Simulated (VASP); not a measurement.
BN: single point with r2SCAN

Crystal: BN.

```xyz
4
Lattice="2.5368 0.0000 0.0000 -1.2684 2.1969 0.0000 0.0000 0.0000 4.1985" Properties=species:S:1:pos:R:3 pbc="T T T"
N     0.0000    1.4646    0.5260
N     1.2684    0.7323    2.6252
B     0.0000    1.4646    2.0981
B     1.2684    0.7323    4.1973
```

- Program: VASP 6.6.1
- Task: single point
- Functional: r2SCAN
- Potentials or basis: VASP PAW PBE potentials, release 64 (N_h, B_h)
- Cutoff: 910 eV
- k mesh: 12 × 12 × 6
- Occupations: fermi-dirac, width 0.05 eV
- Spin: no spin polarisation

| Property | Result |
| --- | --- |
| Pressure | 2.5 GPa |
| Largest force | 0.011 eV/Å |
| Band gap on the k mesh | 5.71 eV (least direct gap 9.04 eV) |

Forces on the atoms (eV/Å):
```
N    0.000  0.000 -0.011
N    0.000  0.000 -0.011
B    0.000  0.000  0.011
B    0.000  0.000  0.011
```

Stress tensor (GPa, compression positive):
```
2.70 0.00 0.00
0.00 2.70 0.00
0.00 0.00 2.16
```

Levels at points of the mesh, in eV from the valence-band top:
```tsv
k point	band 4	band 5	band 6	band 7	band 8	band 9	band 10	band 11	band 12	band 13
(0.00, 0.00, 0.00)	-2.22	-2.22	-0.29	0.00	0.00	9.13	9.13	9.36	10.33	11.69
(0.50, 0.00, 0.00)	-8.21	-7.25	-5.22	-4.57	-2.21	7.34	8.63	11.43	12.31	13.95
(0.00, 0.00, 0.50)	-6.01	-1.23	-1.23	-1.23	-1.23	10.34	10.34	10.75	10.75	10.75
(0.50, 0.00, 0.50)	-10.49	-3.95	-3.95	-3.76	-3.76	7.24	7.24	10.77	10.77	15.41
```

It took 2.8 min on 1 thread of AMD EPYC 7R13 Processor (Zen 3), on a shared host, peak memory 0.18 GiB.

Caveat: the cutoff is under 1.25 times the usual one of these potentials, so pressure, stress and relaxed cells hold a basis-set (Pulay) error; the PAW data sets were made with another functional, which shifts forces and pressure a little. A k mesh can miss the band edges.
